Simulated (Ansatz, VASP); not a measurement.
## Ge: VASP beside Ansatz

```xyz
2
Lattice="0.0000 0.0000 -2.6427 2.7652 0.0000 0.0000 0.0000 -5.0390 0.0000" Properties=species:S:1:pos:R:3 pbc="T T T"
Ge    1.3826    0.0000    0.1750
Ge    0.0000   -2.5195   -0.1750
```

Change from the starting cell: mode 5 (55.6 1/cm) frozen in, largest displacement +0.175 Å.

Alike in both runs: task single point; functional PBEsol; k mesh 22 × 22 × 12; occupations gaussian, width 0.15 eV; no spin polarisation.

```csv
,VASP,Ansatz
version,VASP 6.6.1,Ansatz 0.2.0
potentials or method,"VASP PAW PBE potentials, release 64 (Ge_d), cutoff 520 eV","scalar-relativistic, plane waves, PAW"
valence electrons in the cell,28,28
```

VASP gave:

```
gap on the k mesh at the Fermi level (eV)                     : none
pressure (GPa)                                                : 0.0
traceless stress, the component that is largest in VASP (GPa) : -1.27
rms of the force components (eV/Å)                            : 0.084
```

**Question.** Estimate Ansatz's values.

**Answer.** gap on the k mesh at the Fermi level (eV): none; pressure (GPa): 0.1; traceless stress, the component that is largest in VASP (GPa): -1.30; rms of the force components (eV/Å): 0.084.

VASP's potentials were made for PBE, not for PBEsol. Atom by atom the forces differ by 0.000 eV/Å (rms over components). A gap of «none» marks a metal or a gap that the smearing closes.
